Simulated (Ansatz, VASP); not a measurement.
Sc2As3Se3: VASP beside Ansatz

Contents of INCAR:

```
SYSTEM = Sc2As3Se3
PREC = Accurate ; ENCUT = 600
EDIFF = 1E-6 ; ISMEAR = 0
SIGMA = 0.2 ; LREAL = .False.
LASPH = .True. ; NELM = 60
ALGO = Normal ; ISIF = 3
LWAVE = .False. ; LCHARG = .False.
GGA = PE ; IBRION = 2
NSW = 36 ; EDIFFG = -0.08
```

File KPOINTS:

```
Automatic mesh
0
Gamma
  3 3 2
  0 0 0
```

Contents of POSCAR:

```
Sc2As3Se3
1.0
    3.6698091500     -3.8234002600      0.0000000000
    3.6698091500      3.8234002600      0.0000000000
    0.0000000000      0.0000000000      7.3461748400
Sc As Se
2 3 3
Direct
    0.0000000000      0.0000000000      0.7719450100
    0.0000000000      0.0000000000      0.2280549900
    0.0000000000      0.5000000000      0.5000000000
    0.5000000000      0.0000000000      0.5000000000
    0.0000000000      0.0000000000      0.5000000000
    0.1959425100      0.8040574900      0.0000000000
    0.8040574900      0.1959425100      0.0000000000
    0.5000000000      0.5000000000      0.0000000000
```

Input for Ansatz:

```yaml
crystal:
  lattice:
    - [3.66980915, -3.82340026, 0.0]
    - [3.66980915, 3.82340026, 0.0]
    - [0.0, 0.0, 7.34617484]
  atoms:
    - { symbol: Sc, position: [0.0, 0.0, 0.77194501] }
    - { symbol: Sc, position: [0.0, 0.0, 0.22805499] }
    - { symbol: As, position: [0.0, 0.5, 0.5] }
    - { symbol: As, position: [0.5, 0.0, 0.5] }
    - { symbol: As, position: [0.0, 0.0, 0.5] }
    - { symbol: Se, position: [0.19594251, 0.80405749, 0.0] }
    - { symbol: Se, position: [0.80405749, 0.19594251, 0.0] }
    - { symbol: Se, position: [0.5, 0.5, 0.0] }
basis:
  ecutwfc: 420
kpoints:
  mp_grid: { grid: [3, 3, 2] }
hamiltonian:
  xc: pbe
scf:
  occupations: { method: gaussian, width: 0.2 }
  lower_state_search: "off"
output:
  forces: true
  stress: true
  eigenvalues: true
relax:
  adjacent_minimum: "off"
  f_tol: 0.08
  max_steps: 16
  cell: { stress_tol: 0.8 }
```

Alike in both runs: task relaxation of cell and atoms; functional PBE; k mesh 3 × 3 × 2; occupations gaussian, width 0.2 eV; no spin polarisation.

```csv
,VASP,Ansatz
version,VASP 6.6.1,Ansatz 0.2.0
potentials or method,"VASP PAW PBE potentials, release 64 (Sc_sv, As, Se), cutoff 600 eV","scalar-relativistic, plane waves, PAW"
valence electrons in the cell,55,115
```

|  | VASP | Ansatz | Ansatz less VASP |
| --- | --- | --- | --- |
| gap on the k mesh at the Fermi level, each at its own relaxed structure (eV) | none | none | - |
| relaxed volume (Å³/atom) | 27.00 | 26.90 | -0.108 |
| relaxed length of the cell vector where the two differ most in proportion (Å) | 5.401 | 5.382 | -0.0187 |

A gap of «none» marks a metal or a gap that the smearing closes. VASP's potentials hold 55 valence electrons a cell and Ansatz's 115, so a difference there can come from the potentials and not from the codes.

The k mesh is coarse, so the values compare programs but aren't converged.
